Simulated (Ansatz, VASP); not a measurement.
One calculation of GaSb, two programs

Contents of INCAR:

```
SYSTEM = GaSb
PREC = Accurate ; ENCUT = 520
EDIFF = 1E-6 ; ISMEAR = 0
SIGMA = 0.15 ; LREAL = .FALSE.
LASPH = .TRUE. ; NELM = 80
ALGO = Fast ; ISIF = 2
LWAVE = .FALSE. ; LCHARG = .FALSE.
NBANDS = 16
```

The input KPOINTS:

```
Automatic mesh
0
G
  18 18 18
  0 0 0
```

POSCAR

```
GaSb
1.0
   -1.5200363799      2.6183068183      2.9303340921
    1.5200363799     -2.6183068183      2.9303340921
    1.5200363799      2.6183068183     -2.9303340921
Ga Sb
1 1
Direct
    0.0000000000      0.0000000000      0.0000000000
    0.5000000000      0.5000000000      0.0000000000
```

Input for Ansatz:

```yaml
crystal:
  lattice:
    - [-1.5200363799, 2.6183068183, 2.9303340921]
    - [1.5200363799, -2.6183068183, 2.9303340921]
    - [1.5200363799, 2.6183068183, -2.9303340921]
  atoms:
    - { symbol: Ga, position: [0.0, 0.0, 0.0] }
    - { symbol: Sb, position: [0.5, 0.5, 0.0] }
basis:
  ecutwfc: 420
kpoints:
  mp_grid: { grid: [18, 18, 18] }
hamiltonian:
  xc: lda
  pseudopotentials: { kind: paw, azcp: { folder: soft_1 } }
scf:
  occupations: { method: gaussian, width: 0.15 }
output:
  forces: true
  stress: true
  eigenvalues: true
```

Change from the starting cell: volume 23.325 Å^3 an atom, stretch along a over the lengths across it, relative to the relaxed cell 0.9230.

Alike in both runs: task single point; functional LDA; k mesh 18 × 18 × 18; occupations gaussian, width 0.15 eV; no spin polarisation.

```csv
,VASP,Ansatz
version,VASP 6.6.1,Ansatz 0.2.0
potentials or method,"VASP PAW LDA potentials, release 64 (Ga_d, Sb), cutoff 520 eV","scalar-relativistic, plane waves, PAW"
valence electrons in the cell,18,28
```

```tsv
	VASP	Ansatz	Ansatz less VASP
gap on the k mesh at the Fermi level (eV)	none	none	-
pressure (GPa)	-2.6	-2.7	-0.13
traceless stress, the component that is largest in VASP (GPa)	-3.20	-3.15	+0.046
```

Ansatz warns that its potentials were made for another functional, while VASP's fit it. LDA's correlation is that of Perdew and Zunger in VASP and of Perdew and Wang (1992) in Ansatz. A gap of «none» marks a metal or a gap that the smearing closes. VASP's potentials hold 18 valence electrons a cell and Ansatz's 28, so a difference there can come from the potentials and not from the codes.

Neither program's run includes spin-orbit coupling.
